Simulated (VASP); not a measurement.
The system is Ti2BN3.

```
Ti B N
1.0
     2.84607    0.00000    0.00000
     0.00000    2.84607    0.00000
     0.00000    0.00000    9.51385
Ti B N
2 1 3
Cartesian
  1.4230 1.4230 8.0617
  1.4230 1.4230 1.4522
  1.4230 1.4230 4.7569
  0.0000 0.0000 0.0000
  0.0000 0.0000 6.7981
  0.0000 0.0000 2.7157
```

The cell was built from a structure type or drawn by symmetry, and may not be a known phase.

| Property | Result |
| --- | --- |
| Program | VASP 6.6.1 |
| Task | relaxation of cell and atoms |
| Functional | PBE |
| Potentials or basis | VASP PAW PBE potentials, release 64 (Ti_sv, B, N) |
| Cutoff | 600 eV |
| k mesh | 6 × 6 × 2 |
| Occupations | gaussian, width 0.1 eV |
| Spin | collinear spin |
| Starting moments | [1.0, 1.0, 0.0, 0.0, 0.0, 0.0] μB |

At the start: pressure -29.4 GPa; volume 12.84 Å³/atom.

**Question.** How do energy, volume and symmetry change on relaxing?

**Answer.** Over 23 steps the energy falls by 726.1 meV/atom and the volume is 9.65 Å³/atom (-24.9 %); space group P4/mmm (No. 123, to 0.1 Å) before and after; moment 0.00 μB per cell.

The path:
```tsv
step	energy change (eV)	largest force (eV/Å)	pressure (GPa)	volume (Å³)
1	0.0000	3.2050	-29.42	77.06
2	-2.7298	0.9277	31.57	53.62
3	-3.1324	1.7344	5.84	58.46
4	-3.1329	1.6677	7.28	58.13
5	-3.7633	0.7859	3.76	59.09
6	-4.1048	1.2500	2.40	60.61
7	-4.1962	0.2712	0.95	60.01
8	-4.2386	0.4198	1.01	60.20
9	-4.2461	0.6188	1.12	60.32
10	-4.2461	0.5623	1.07	60.29
11	-4.2733	0.3585	-3.73	61.01
12	-4.2733	0.3510	-3.60	61.00
13	-4.2954	0.3097	-3.17	60.54
14	-4.3381	0.1721	-1.45	59.17
15	-4.2719	0.9207	3.36	56.47
16	-4.3416	0.1861	-0.58	58.69
17	-4.3419	0.1862	-0.42	58.54
18	-4.3520	0.1249	0.26	58.17
19	-4.3543	0.1127	0.93	57.77
20	-4.3544	0.1095	0.90	57.83
21	-4.3557	0.0472	-0.83	58.07
22	-4.3560	0.0296	-0.39	58.00
23	-4.3566	0.0312	-0.32	57.89
```

Final structure:
```
Ti B N
1.0
     2.80229    0.00000    0.00000
     0.00000    2.80229    0.00000
     0.00000    0.00000    7.37196
Ti B N
2 1 3
Cartesian
  1.4011 1.4011 5.9192
  1.4011 1.4011 1.4527
  1.4011 1.4011 3.6860
  2.8023 0.0000 0.0000
  0.0000 0.0000 5.3071
  0.0000 0.0000 2.0649
```

Caveat: the k points lie up to 0.43 Å⁻¹ apart in the final cell, too coarse for converged energies and pressures of a metal; the volume moved by over 15 % at a fixed basis, so the end points are rough.
